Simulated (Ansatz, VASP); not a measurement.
**TiO2: VASP beside Ansatz**

```
Ti O
1.0
     3.79375    0.00000    0.00000
     0.00000    3.79375    0.00000
     0.00000    0.00000    2.66855
Ti O
2 4
Cartesian
  0.0000 0.0000 0.0000
  1.8969 1.8969 1.3343
  1.1517 1.1517 0.0000
  2.6421 2.6421 0.0000
  3.0485 0.7452 1.3343
  0.7452 3.0485 1.3343
```

Alike in both runs: task single point; functional PBEsol; k mesh 8 × 8 × 11; no spin polarisation; Hubbard terms Ti d U = 6.0 eV.

|  | VASP | Ansatz |
| --- | --- | --- |
| version | VASP 6.6.1 | Ansatz 0.2.0 |
| potentials or method | VASP PAW PBE potentials, release 64 (Ti_sv, O) | PAW with Ansatz's default frozen-core files, scalar-relativistic |
| plane-wave cutoff (eV) | 520 | 420 |
| occupations | tetrahedron | tetrahedron-uncorrected |
| valence electrons in the cell | 48 | 48 |

```csv
,VASP,Ansatz,Ansatz less VASP
gap on the k mesh at the Fermi level (eV),3.58,3.55,-0.026
rms of the force components (eV/Å),0.134,0.174,+0.0399
```

VASP's potentials were made for PBE, not for PBEsol. The programs project onto different local orbitals, so the same U acts differently, and such runs can settle in different states. Atom by atom the forces differ by 0.040 eV/Å (rms over components). Ansatz's warnings: band table not solved further.
